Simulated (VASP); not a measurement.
A run of VASP 6.6.1 is set up as follows.

File INCAR:

```
PREC     = Accurate       # precision mode
ENCUT    = 840            # plane-wave cutoff, eV
EDIFF    = 1E-6           # SCF threshold, eV
ISMEAR   = 0              # smearing method
SIGMA    = 0.1            # smearing width, eV
LREAL    = False          # projectors in reciprocal space
LASPH    = True           # aspherical terms in the spheres
NELM     = 120            # most SCF steps
ALGO     = Normal         # electronic algorithm
ISIF     = 2              # what is computed and relaxed
LWAVE    = False          # write WAVECAR
LCHARG   = False          # write CHGCAR
GGA      = PE             # functional
NBANDS   = 15             # bands
GGA_COMPAT= False
```

The input KPOINTS:

```
Automatic mesh
0
Gamma
  8 8 8
```

File POSCAR:

```
MgO
1.0
    0.0000000000      2.1229940903      2.1229940903
    2.1229940903      0.0000000000      2.1229940903
    2.1229940903      2.1229940903      0.0000000000
Mg O
1 1
Direct
    0.0000000000      0.0000000000      0.0000000000
    0.5000000000      0.5000000000      0.5000000000
```

Potentials or basis: VASP PAW PBE potentials, release 64 (Mg_sv, O).

Launch:

```bash
$ cat potpaw_PBE.64/Mg_sv/POTCAR potpaw_PBE.64/O/POTCAR > POTCAR
$ mpirun -np 1 vasp_std > vasp.out
```

(1) Estimate the band gap on the k mesh.

(2) Predict the pressure.

## Answers

(1) 4.51 eV.

(2) 0.9 GPa.
